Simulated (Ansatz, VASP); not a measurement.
Given: the input of a run of Ansatz 0.2.0 on Si.

The input input.yaml:

```yaml
crystal:
  lattice:
    - [-2.3554565746, 2.3554565746, 1.3203438769]
    - [2.3554565746, -2.3554565746, 1.3203438769]
    - [2.3554565746, 2.3554565746, -1.3203438769]
  atoms:
    - { symbol: Si, position: [0.5, 0.5, 0.0] }
    - { symbol: Si, position: [0.25, 0.75, 0.5] }
hamiltonian:
  xc: pbe0
  pseudopotentials: { kind: paw }
kpoints:
  mp_grid: { grid: [6, 6, 6] }
scf:
  occupations: { method: fermi_dirac, width: 0.05 }
output:
  forces: true
  stress: true
  eigenvalues: true
```

Potentials or basis: Ansatz PAW.

Launch:

```bash
$ ansatz run input.yaml --threads 2 --pin off --max-ram 5632MiB --backend cpu --events-out ev --progress --plain --runs-dir out
```

Translate it to VASP 6.6.1. Potentials there: VASP PAW PBE potentials, release 64 (Si).

As run (the cutoff follows the program's own potentials):

File POSCAR:

```
Si
1.0
   -2.3554565746      2.3554565746      1.3203438769
    2.3554565746     -2.3554565746      1.3203438769
    2.3554565746      2.3554565746     -1.3203438769
Si
2
Direct
    0.5000000000      0.5000000000      0.0000000000
    0.2500000000      0.7500000000      0.5000000000
```

INCAR.step1

```
SYSTEM = Si
PREC = Accurate ; ENCUT = 520
EDIFF = 1E-5 ; ISMEAR = -1
SIGMA = 0.05 ; LREAL = .False.
LASPH = .True. ; NELM = 60
ALGO = Normal ; ISIF = 2
LWAVE = .True. ; LCHARG = .False.
GGA = PE ; NBANDS = 11
```

INCAR.step2

```
SYSTEM = Si
PREC = Accurate ; ENCUT = 520
EDIFF = 1E-6 ; ISMEAR = -1
SIGMA = 0.05 ; LREAL = .False.
LASPH = .True. ; NELM = 60
ALGO = Normal ; ISIF = 2
LWAVE = .False. ; LCHARG = .False.
GGA = PE ; LHFCALC = .True.
AEXX = 0.25 ; PRECFOCK = Normal
ISTART = 1 ; NBANDS = 11
```

Contents of KPOINTS:

```
regular mesh
0
Gamma
  6 6 6
  0 0 0
```

Potentials or basis: VASP PAW PBE potentials, release 64 (Si).

Launch:

```console
$ cat potpaw_PBE.64/Si/POTCAR > POTCAR
$ cp INCAR.step1 INCAR
$ mpirun -np 1 vasp_std > vasp.out
$ cp INCAR.step2 INCAR
$ mpirun -np 1 vasp_std > vasp.out
```

Both were run:

|  | VASP | Ansatz | Ansatz less VASP |
| --- | --- | --- | --- |
| gap on the k mesh at the Fermi level (eV) | none | none | - |
| pressure (GPa) | 3.0 | 3.4 | +0.43 |
| traceless stress, the component that is largest in VASP (GPa) | -6.11 | -6.10 | +0.011 |

A gap of «none» marks a metal or a gap that the smearing closes.

The k mesh is coarse, so the values compare programs but aren't converged.
